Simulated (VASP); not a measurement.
# Au (Pm-3m) in VASP: further runs

Au is run at these levels: PBE; tasks: single point.

Everything below comes from runs of VASP 6.6.1. Logs are shortened: lines on timing, memory, paths and dates and some standing lists are left out, and cuts for length are marked.

## (1) The cell of the first run

Symmetry: Pm-3m, No. 221, cubic system. Conventional cell: a = 3.982 Å, b = 3.982 Å, c = 3.982 Å, α = 90.00°, β = 90.00°, γ = 90.00°. Within 3.7 Å of Au (site symmetry 4/mmm) lie 8 Au at 2.82 Å.

The cell was built from a structure type or drawn by symmetry, and may not be a known phase.

## (2) Single point, PBE

INCAR reads:

```
SYSTEM = Au
  ALGO = Fast
  EDIFF = 1E-7
  ENCUT = 520
  GGA = PE
  ISIF = 2
  ISMEAR = 0
  LASPH = .TRUE.
  LCHARG = .TRUE.
  LELF = .TRUE.
  LREAL = .FALSE.
  LVHAR = .TRUE.
  LWAVE = .FALSE.
  NBANDS = 24
  NELM = 100
  PREC = Accurate
  SIGMA = 0.1
```

KPOINTS reads:

```
k-points
0
G
  4 4 4
  0 0 0
```

POSCAR reads:

```
Au
1.0
    3.9819548000      0.0000000000      0.0000000000
    0.0000000000      3.9819548000      0.0000000000
    0.0000000000      0.0000000000      3.9819548000
Au
3
Direct
    0.5000000000      0.0000000000      0.0000000000
    0.0000000000      0.5000000000      0.0000000000
    0.0000000000      0.0000000000      0.5000000000
```

Potentials or basis: VASP PAW PBE potentials, release 64 (Au).

On the command line:

```bash
cat potpaw_PBE.64/Au/POTCAR > POTCAR
mpirun -np 1 vasp_std > vasp.out
```

OUTCAR:

```text
SYSTEM = Au
   EDIFF = 1E-7
   ENCUT = 520
   GGA = PE
   ISIF = 2
   ISMEAR = 0
   LASPH = .TRUE.
   LREAL = .FALSE.
   NELM = 100
   PREC = Accurate

 ion  position               nearest neighbor table
   1  0.500  0.000  0.000-   2 2.82   3 2.82   3 2.82   2 2.82   2 2.82   3 2.82   3 2.82   2 2.82

   2  0.000  0.500  0.000-   1 2.82   3 2.82   3 2.82   1 2.82   3 2.82   3 2.82   1 2.82   1 2.82

   3  0.000  0.000  0.500-   1 2.82   2 2.82   1 2.82   2 2.82   2 2.82   2 2.82   1 2.82   1 2.82

  LATTYP: Found a simple cubic cell.
 ALAT       =     3.9819548000

  Lattice vectors:

 A1 = (   3.9819548000,   0.0000000000,   0.0000000000)
 A2 = (   0.0000000000,   3.9819548000,   0.0000000000)
 A3 = (   0.0000000000,   0.0000000000,   3.9819548000)

Analysis of symmetry for initial positions (statically):
=====================================================================
 Subroutine PRICEL returns:
 Original cell was already a primitive cell.

 Routine SETGRP: Setting up the symmetry group for a
 simple cubic supercell.

 Subroutine GETGRP returns: Found 48 space group operations
 (whereof 48 operations were pure point group operations)
 out of a pool of 48 trial point group operations.

The static configuration has the point symmetry O_h .

Analysis of symmetry for dynamics (positions and initial velocities):
=====================================================================
 Subroutine PRICEL returns:
 Original cell was already a primitive cell.

 Routine SETGRP: Setting up the symmetry group for a
 simple cubic supercell.

 Subroutine GETGRP returns: Found 48 space group operations
 (whereof 48 operations were pure point group operations)
 out of a pool of 48 trial point group operations.

The dynamic configuration has the point symmetry O_h .

 Subroutine INISYM returns: Found 48 space group operations
 (whereof 48 operations are pure point group operations),
 and found     1 'primitive' translations

----------------------------------------------------------------------------------------

                                     Primitive cell

  volume of cell :      63.1377

  direct lattice vectors                    reciprocal lattice vectors
     3.981954800  0.000000000  0.000000000     0.251132936  0.000000000  0.000000000
     0.000000000  3.981954800  0.000000000     0.000000000  0.251132936  0.000000000
     0.000000000  0.000000000  3.981954800     0.000000000  0.000000000  0.251132936

  length of vectors
     3.981954800  3.981954800  3.981954800     0.251132936  0.251132936  0.251132936

  position of ions in fractional coordinates (direct lattice)
     0.500000000  0.000000000  0.000000000
     0.000000000  0.500000000  0.000000000
     0.000000000  0.000000000  0.500000000

  ion indices of the primitive-cell ions
   primitive index   ion index
                 1           1
                 2           2
                 3           3

----------------------------------------------------------------------------------------

 KPOINTS: k-points

Automatic generation of k-mesh.
 Grid dimensions read from file:
 generate k-points for:    4    4    4

 Generating k-lattice:

  Cartesian coordinates                     Fractional coordinates (reciprocal lattice)
     0.062783234  0.000000000  0.000000000     0.250000000  0.000000000  0.000000000
     0.000000000  0.062783234  0.000000000     0.000000000  0.250000000  0.000000000
     0.000000000  0.000000000  0.062783234     0.000000000  0.000000000  0.250000000

  Length of vectors
     0.062783234  0.062783234  0.062783234

  Shift w.r.t. Gamma in fractional coordinates (k-lattice)
     0.000000000  0.000000000  0.000000000

 Subroutine IBZKPT returns following result:
 ===========================================

 Found     10 irreducible k-points:

 Following reciprocal coordinates:
            Coordinates               Weight
  0.000000  0.000000  0.000000      1.000000
  0.250000  0.000000  0.000000      6.000000
  0.500000  0.000000  0.000000      3.000000
  0.250000  0.250000  0.000000     12.000000
  0.500000  0.250000  0.000000     12.000000
  0.500000  0.500000  0.000000      3.000000
  0.250000  0.250000  0.250000      8.000000
  0.500000  0.250000  0.250000     12.000000
  0.500000  0.500000  0.250000      6.000000
  0.500000  0.500000  0.500000      1.000000
   k-points           NKPTS =     10   k-points in BZ     NKDIM =     10   number of bands    NBANDS=     24
   number of dos      NEDOS =    301   number of ions     NIONS =      3
   total plane-waves  NPLWV =  27000
   dimension x,y,z NGX =    30 NGY =   30 NGZ =   30
   dimension x,y,z NGXF=    60 NGYF=   60 NGZF=   60
   ions per type =               3
   NGX,Y,Z   is equivalent  to a cutoff of  12.52, 12.52, 12.52 a.u.
   NGXF,Y,Z  is equivalent  to a cutoff of  25.05, 25.05, 25.05 a.u.
 SYSTEM =  Au
   PREC   = accura    normal or accurate (medium, high low for compatibility)
   ISTART =      0    job   : 0-new  1-cont  2-samecut
   ICHARG =      2    charge: 1-file 2-atom 10-const
   ISPIN  =      1    spin polarized calculation?
   LNONCOLLINEAR =      F non collinear calculations
   LSORBIT =      F    spin-orbit coupling
   LASPH  =      T    aspherical Exc in radial PAW
   ENCUT  =  520.0 eV  38.22 Ry    6.18 a.u.   7.40  7.40  7.40*2*pi/ulx,y,z
   NELM   =    100;   NELMIN=  2; NELMDL= -5     # of ELM steps
   EDIFF  = 0.1E-06   stopping-criterion for ELM
   LREAL  =      F    real-space projection
   EDIFFG = 0.1E-05   stopping-criterion for IOM
   NSW    =      0    number of steps for IOM
   IBRION =     -1    ionic relax: 0-MD 1-quasi-New 2-CG
   NFREE  =      0    steps in history (QN), initial steepest desc. (CG)
   ISIF   =      2    stress and relaxation
   ISYM   =      2    0-nonsym 1-usesym 2-fastsym
   POTIM  = 0.5000    time-step for ionic-motion
   TEBEG  =    0.0;   TEEND  =   0.0 temperature during run
   PSTRESS=    0.0 pullay stress
   NELECT =      33.0000    total number of electrons
   NUPDOWN=      -1.0000    fix difference up-down
   EMIN   =  10.00;   EMAX   =-10.00  energy-range for DOS
   EFERMI =   0.00;   METHOD = LEGACY
   ISMEAR =     0;   SIGMA  =   0.10  broadening in eV -4-tet -1-fermi 0-gaus
   EFERMI_NEDOS =   21; number of points for ismear=-14 and -15
   IALGO  =     68    algorithm
   IMIX   =      4    mixing-type and parameters
     AMIX     =   0.40;   BMIX     =  1.00
     AMIX_MAG =   1.60;   BMIX_MAG =  1.00
  volume/ion in A,a.u.               =      21.05       142.02
  Fermi-wavevector in a.u.,A,eV,Ry     =   1.318712  2.492004 23.660534  1.739000
  Thomas-Fermi vector in A             =   2.448662
   LORBIT       =      0    0 simple, 1 ext, 2 COOP (PROOUT), +10 PAW based schemes
   GGA     = PE    functional components
   LHFCALC =     F    Hartree Fock is set to
   AEXX    =    0.0000 exact exchange contribution
   IVDW    =     0    specifies the selected vdW correction
   LEPSILON=     F    determine dielectric tensor
   LRPA    =     F    only Hartree local field effects (RPA)
 non-spin polarized calculation
 RMM-DIIS sequential band-by-band and
 Gauss-broadening in eV      SIGMA  =   0.10
  energy-cutoff  :      520.00
  volume of cell :       63.14
 maximum number of plane-waves:      1743
 NGX is ok and might be reduce to    30
   NGX = 15   NGY = 15   NGZ = 15

 number of electron      33.0000008 magnetization

 Free energy of the ion-electron system (eV)
  ---------------------------------------------------
  ext. energy  EPLUGINS =         0.00000000
  ---------------------------------------------------
  free energy    TOTEN  =        -9.56800188 eV

  energy without entropy =       -9.56467087  energy(sigma->0) =       -9.56633638

 E-fermi :   6.1079     XC(G=0): -11.2391

 val. band max:        6.0392531620   @ k =   0.2500   0.0000   0.0000
 cond. band min:       7.1995115603   @ k =   0.2500   0.2500   0.0000
 fundamental gap:      1.1602583983
 Fermi energy:         6.1078593727

 k-point     1 :       0.0000    0.0000    0.0000
  band No.  band energies     occupation
      1      -2.1847      2.00000
      2       0.2685      2.00000
      3       0.5655      2.00000
      4       0.5655      2.00000
      5       0.5655      2.00000
      6       1.0765      2.00000
[... 16 lines left out ...]
     23      18.9643      0.00000
     24      18.9696      0.00000

 k-point     2 :       0.2500    0.0000    0.0000
  band No.  band energies     occupation
      1      -1.5318      2.00000
      2       0.6687      2.00000
      3       0.6792      2.00000
      4       0.9642      2.00000
      5       0.9642      2.00000
      6       1.2092      2.00000
[... 16 lines left out ...]
     23      17.7393      0.00000
     24      17.7393      0.00000

 k-point     3 :       0.5000    0.0000    0.0000
  band No.  band energies     occupation
      1      -0.5621      2.00000
      2       0.8085      2.00000
      3       0.9950      2.00000
      4       1.8941      2.00000
      5       1.8941      2.00000
      6       1.9735      2.00000
[... 16 lines left out ...]
     23      15.9339      0.00000
     24      15.9339      0.00000

 k-point     4 :       0.2500    0.2500    0.0000
  band No.  band energies     occupation
      1      -0.9473      2.00000
      2       0.8778      2.00000
      3       1.0635      2.00000
      4       1.1693      2.00000
      5       1.2742      2.00000
      6       1.4734      2.00000
[... 16 lines left out ...]
     23      17.5759      0.00000
     24      17.9058      0.00000

 k-point     5 :       0.5000    0.2500    0.0000
  band No.  band energies     occupation
      1       0.0185      2.00000
      2       1.0918      2.00000
      3       1.2084      2.00000
      4       1.4703      2.00000
      5       1.8018      2.00000
      6       1.9752      2.00000
[... 73 lines left out ...]
 k-point     8 :       0.5000    0.2500    0.2500
  band No.  band energies     occupation
      1       0.0039      2.00000
      2       0.7162      2.00000
      3       1.2431      2.00000
      4       1.6029      2.00000
      5       1.6429      2.00000
      6       2.0378      2.00000
[... 16 lines left out ...]
     23      17.4449      0.00000
     24      20.5077      0.00000

 k-point     9 :       0.5000    0.5000    0.2500
  band No.  band energies     occupation
      1       0.3877      2.00000
      2       0.3877      2.00000
      3       0.4515      2.00000
      4       1.3011      2.00000
      5       2.0742      2.00000
      6       2.0742      2.00000
[... 16 lines left out ...]
     23      15.8719      0.00000
     24      22.0601      0.00000

 k-point    10 :       0.5000    0.5000    0.5000
  band No.  band energies     occupation
      1       0.0612      2.00000
      2       0.0612      2.00000
      3       0.0612      2.00000
      4       0.9443      2.00000
      5       2.0813      2.00000
      6       2.0813      2.00000
[... 16 lines left out ...]
     23      14.8131      0.00000
     24      22.3750      0.00000

------------------------ aborting loop because EDIFF is reached ----------------------------------------

  FORCE on cell =-STRESS in cart. coord.  units (eV):
  Direction    XX          YY          ZZ          XY          YZ          ZX
  --------------------------------------------------------------------------------------
  -------------------------------------------------------------------------------------
  Total       -0.2642180     -0.2642180     -0.2642180      0.0000000      0.0000000     -0.0000000
  in kB       -6.7047708     -6.7047708     -6.7047708      0.0000000      0.0000000     -0.0000000
  external PRESSURE =      -6.7047708 kB  Pullay stress =       0.0000000 kB

 VOLUME and BASIS-vectors are now :
 -----------------------------------------------------------------------------
  energy-cutoff  :      520.00
  volume of cell :       63.14
      direct lattice vectors                 reciprocal lattice vectors
     3.981954800  0.000000000  0.000000000     0.251132936  0.000000000  0.000000000
     0.000000000  3.981954800  0.000000000     0.000000000  0.251132936  0.000000000
     0.000000000  0.000000000  3.981954800     0.000000000  0.000000000  0.251132936

 POSITION                                       TOTAL-FORCE (eV/Angst)
 -----------------------------------------------------------------------------------
      1.99098      0.00000      0.00000         0.000000      0.000000      0.000000
      0.00000      1.99098      0.00000         0.000000      0.000000      0.000000
      0.00000      0.00000      1.99098         0.000000      0.000000      0.000000
 -----------------------------------------------------------------------------------
    total drift:                                0.000000      0.000000      0.000000

  FREE ENERGIE OF THE ION-ELECTRON SYSTEM (eV)
  ---------------------------------------------------
  free  energy   TOTEN  =        -9.5680018778 eV

  energy  without entropy=       -9.5646708735  energy(sigma->0) =       -9.56633638
```

Wall time 14 s (1 thread of Intel Xeon Platinum 8488C (Sapphire Rapids), shared host); peak memory 0.16 GiB.

What came out:

```yaml
Free_energy: -9.5680 eV
Pressure: -0.7 GPa
Band_gap_on_the_k_mesh: zero (an odd number of electrons rules out a gap without spin polarisation)
```

Levels at points of the mesh, in eV from the Fermi level:
```csv
k point,band 13,band 14,band 15,band 16,band 17,band 18,band 19,band 20
"(0.00, 0.00, 0.00)",-0.97,-0.66,-0.66,-0.66,3.30,3.30,3.30,6.91
"(0.50, 0.00, 0.00)",-2.45,-2.45,-2.33,-1.71,-0.66,6.86,6.86,6.86
"(0.50, 0.50, 0.00)",-2.91,-2.41,-2.03,-1.81,1.25,1.25,1.62,9.85
"(0.50, 0.50, 0.50)",-0.98,-0.98,-0.98,-0.19,1.75,1.75,1.75,3.77
```

Caveat: the k points lie up to 0.39 Å⁻¹ apart, too coarse for converged energies and pressures of a metal; spin-orbit coupling is left out, which moves the levels of the heavy elements.

## (3) Single point, PBE

INCAR reads:

```
SYSTEM = Au
PREC = Accurate ; ENCUT = 520
EDIFF = 1E-7 ; ISMEAR = 0
SIGMA = 0.1 ; LREAL = .FALSE.
LASPH = .TRUE. ; NELM = 100
ALGO = Fast ; ISIF = 2
LWAVE = .FALSE. ; LCHARG = .FALSE.
GGA = PE ; NBANDS = 24
```

KPOINTS reads:

```
regular mesh
0
G
  12 12 12
  0 0 0
```

POSCAR is that of step 2.

Potentials or basis: VASP PAW PBE potentials, release 64 (Au).

On the command line:

```bash
cat potpaw_PBE.64/Au/POTCAR > POTCAR
mpirun -np 1 vasp_std > vasp.out
```

Run time: 75 s. Hardware: 1 thread of Intel Xeon Platinum 8488C (Sapphire Rapids), shared host; peak memory 0.23 GiB.

Results (log left out):

```yaml
Free_energy: -9.4248 eV
Pressure: -0.2 GPa
Band_gap_on_the_k_mesh: zero (an odd number of electrons rules out a gap without spin polarisation)
```

Levels at points of the mesh, in eV from the Fermi level:
```
           k point  band 13  band 14  band 15  band 16  band 17  band 18  band 19  band 20
(0.00, 0.00, 0.00)    -1.21    -0.91    -0.91    -0.91     3.06     3.06     3.06     6.67
(0.50, 0.00, 0.00)    -2.69    -2.69    -2.57    -1.96    -0.91     6.61     6.61     6.61
(0.50, 0.50, 0.00)    -3.15    -2.65    -2.27    -2.05     1.01     1.01     1.38     9.60
(0.50, 0.50, 0.50)    -1.23    -1.23    -1.23    -0.44     1.52     1.52     1.52     3.53
```

Caveat: spin-orbit coupling is left out, which moves the levels of the heavy elements.
